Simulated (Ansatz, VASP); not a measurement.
## Two plane-wave programs on BeS

```
Be S
1.0
     0.00000    2.32888    2.30735
     2.32888    0.00000    2.30735
     2.32888    2.32888    0.00000
Be S
1 1
Direct
  0.00000 0.00000 0.00000
  0.50000 0.50000 0.50000
```

Change from the starting cell: epitaxial_xy strain +0.5%.

Alike in both runs: task single point; functional HSE06; k mesh 6 × 6 × 6; no spin polarisation.

```csv
,VASP,Ansatz
version,VASP 6.6.1,Ansatz 0.2.0
potentials or method,"VASP PAW PBE potentials, release 64 (Be, S)","plane waves, PAW"
plane-wave cutoff (eV),520,420
occupations,"gaussian, width 0.01 eV",fixed
valence electrons in the cell,8,8
```

VASP gave:

```
gap on the k mesh at the Fermi level (eV)                     : 1.67
pressure (GPa)                                                : -2.6
traceless stress, the component that is largest in VASP (GPa) : 0.57
```

**Question.** Which values does Ansatz return?

**Answer.** gap on the k mesh at the Fermi level (eV): 1.68; pressure (GPa): -2.3; traceless stress, the component that is largest in VASP (GPa): 0.56.

Ansatz's warnings: stress exchange threshold loose, stress scf threshold loose.
